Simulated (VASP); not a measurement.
A run of VASP 6.6.1 is set up as follows.

The input INCAR:

```
SYSTEM = Nb
ALGO = Normal
EDIFF = 1E-6
ENCUT = 520
GGA_COMPAT = .False.
ISIF = 2
ISMEAR = -1
LASPH = .True.
LCHARG = .False.
LMAXMIX = 4
LORBIT = 11
LORBMOM = .True.
LREAL = .False.
LSORBIT = .True.
LWAVE = .False.
MAGMOM = 0 0 0 0 0 0
NBANDS = 38
NELM = 150
PREC = Accurate
SIGMA = 0.1
```

Contents of KPOINTS:

```
k-points
0
Gamma
  10 10 10
  0 0 0
```

The input POSCAR:

```
Nb
1.0
    0.0000000000      2.8782938612      2.8782938612
    2.8782938612      0.0000000000      2.8782938612
    2.8782938612      2.8782938612      0.0000000000
Nb
2
Direct
    0.1250000000      0.1250000000      0.1250000000
    0.8750000000      0.8750000000      0.8750000000
```

Potentials or basis: VASP PAW LDA potentials, release 64 (Nb_sv).

Launch:

```console
$ cat potpaw_LDA.64/Nb_sv/POTCAR > POTCAR
$ mpirun -np 1 vasp_ncl > vasp.out
```

Task: Predict the net moment.

Result: 0.00 μB per cell.

Task: Predict the pressure.

Result: 0.1 GPa.

Moments on the atoms (μB; x, y, z):
```
Nb  0.00 0.00 0.00
Nb  0.00 0.00 0.00
```
